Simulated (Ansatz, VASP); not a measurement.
**Zn in VASP and in Ansatz**

```
Zn
1.0
     2.65564    0.00000    0.00000
    -1.32782    2.29985    0.00000
     0.00000    0.00000    4.96246
Zn
2
Cartesian
  0.0000 1.5332 1.2406
  1.3278 0.7666 3.7218
```

Alike in both runs: task single point; functional PBE; k mesh 4 × 4 × 2; occupations fermi-dirac, width 0.1 eV; no spin polarisation.

|  | VASP | Ansatz |
| --- | --- | --- |
| version | VASP 6.6.1 | Ansatz 0.2.0 |
| potentials or method | VASP PAW PBE potentials, release 64 (Zn), cutoff 520 eV | plane waves (420 eV) with PAW, scalar-relativistic |
| valence electrons in the cell | 24 | 24 |

|  | VASP | Ansatz | Ansatz less VASP |
| --- | --- | --- | --- |
| pressure (GPa) | -1.3 | -1.7 | -0.35 |
| traceless stress, the component that is largest in VASP (GPa) | 3.25 | 3.36 | +0.105 |

The functional is the same, so the differences come from potentials, cutoffs and numerics.

The k mesh is coarse, so the values compare programs but aren't converged.
